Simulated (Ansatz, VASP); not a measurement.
## TaTe: VASP beside Ansatz

File POSCAR:

```
TaTe
1.0
    3.4200900000      0.0000000000      0.0000000000
    0.0000000000      3.4200900000      0.0000000000
    0.0000000000      0.0000000000      3.4200900000
Ta Te
1 1
Direct
    0.5000000000      0.5000000000      0.5000000000
    0.0000000000      0.0000000000      0.0000000000
```

File INCAR.step1:

```
SYSTEM = TaTe
PREC = Accurate
ENCUT = 520
EDIFF = 1E-5
ISMEAR = -1
SIGMA = 0.05
LREAL = .False.
LASPH = .True.
NELM = 60
ALGO = Normal
ISIF = 2
LWAVE = .True.
NBANDS = 16
GGA = PE
```

The input INCAR.step2:

```
SYSTEM = TaTe
PREC = Accurate
ENCUT = 520
EDIFF = 1E-6
ISMEAR = -1
SIGMA = 0.05
LREAL = .False.
LASPH = .True.
NELM = 60
ALGO = Normal
ISIF = 2
LWAVE = .False.
LCHARG = .True.
GGA = PE
LHFCALC = .True.
HFSCREEN = 0.2079
PRECFOCK = Normal
LELF = .True.
LVHAR = .True.
NBANDS = 16
ISTART = 1
```

KPOINTS

```
Automatic mesh
0
Gamma
  5 5 5
  0 0 0
```

File input.yaml:

```yaml
crystal:
  lattice:
    - [3.42009, 0.0, 0.0]
    - [0.0, 3.42009, 0.0]
    - [0.0, 0.0, 3.42009]
  atoms:
    - { symbol: Ta, position: [0.5, 0.5, 0.5] }
    - { symbol: Te, position: [0.0, 0.0, 0.0] }
hamiltonian:
  xc: hse06
  pseudopotentials: { kind: paw }
kpoints:
  mp_grid: { grid: [5, 5, 5] }
  band_path:
    path:
      - [[0.0, 0.0, 0.0], [0.0, 0.5, 0.0], [0.5, 0.5, 0.0], [0.0, 0.0, 0.0], [0.5, 0.5, 0.5], [0.0, 0.5, 0.0]]
      - [[0.5, 0.5, 0.0], [0.5, 0.5, 0.5]]
    npoints: 4
scf:
  occupations: { method: fermi_dirac, width: 0.05 }
  n_extra_bands: 6
output:
  forces: true
  stress: true
  eigenvalues: true
  fatbands: false
```

Alike in both runs: functional HSE06; k mesh 5 × 5 × 5; occupations fermi-dirac, width 0.05 eV; no spin polarisation.

```csv
,VASP,Ansatz
version,VASP 6.6.1,Ansatz 0.2.0
potentials or method,"VASP PAW PBE potentials, release 64 (Ta_pv, Te)",Ansatz PAW
plane-wave cutoff (eV),520,420
valence electrons in the cell,17,29
task,single point,band structure
```

```csv
,VASP,Ansatz,Ansatz less VASP
gap on the k mesh at the Fermi level (eV),none,none,-
pressure (GPa),-5.1,-4.3,+0.81
```

A gap of «none» marks a metal or a gap that the smearing closes. VASP's potentials hold 17 valence electrons a cell and Ansatz's 29, so a difference there can come from the potentials and not from the codes.

The k mesh is coarse, so the values compare programs but aren't converged. Spin-orbit coupling is off throughout.
